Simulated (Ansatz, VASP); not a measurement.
**Co: VASP beside Ansatz**

```xyz
6
Lattice="2.5395 0.0000 0.0000 -1.2698 2.1993 0.0000 0.0000 0.0000 25.3675" Properties=species:S:1:pos:R:3 pbc="T T T"
Co    1.2698    0.7331    7.5000
Co    0.0000    1.4662    9.5735
Co    0.0000    0.0000   11.6470
Co    1.2698    0.7331   13.7205
Co    0.0000    1.4662   15.7940
Co    0.0000    0.0000   17.8675
```

Alike in both runs: task single point; functional PBE; k mesh 12 × 12 × 1; occupations fermi-dirac, width 0.05 eV; no spin polarisation.

```csv
,VASP,Ansatz
version,VASP 6.6.1,Ansatz 0.2.0
potentials or method,"VASP PAW PBE potentials, release 64 (Co)",Ansatz PAW
plane-wave cutoff (eV),520,420
valence electrons in the cell,54,102
```

```csv
,VASP,Ansatz,Ansatz less VASP
gap on the k mesh at the Fermi level (eV),none,none,-
rms of the force components (eV/Å),0.354,0.353,-0.0008
```

Atom by atom the forces differ by 0.001 eV/Å (rms over components). A gap of «none» marks a metal or a gap that the smearing closes. The functional is the same, so the differences come from potentials, cutoffs and numerics. VASP's potentials hold 54 valence electrons a cell and Ansatz's 102, so a difference there can come from the potentials and not from the codes.
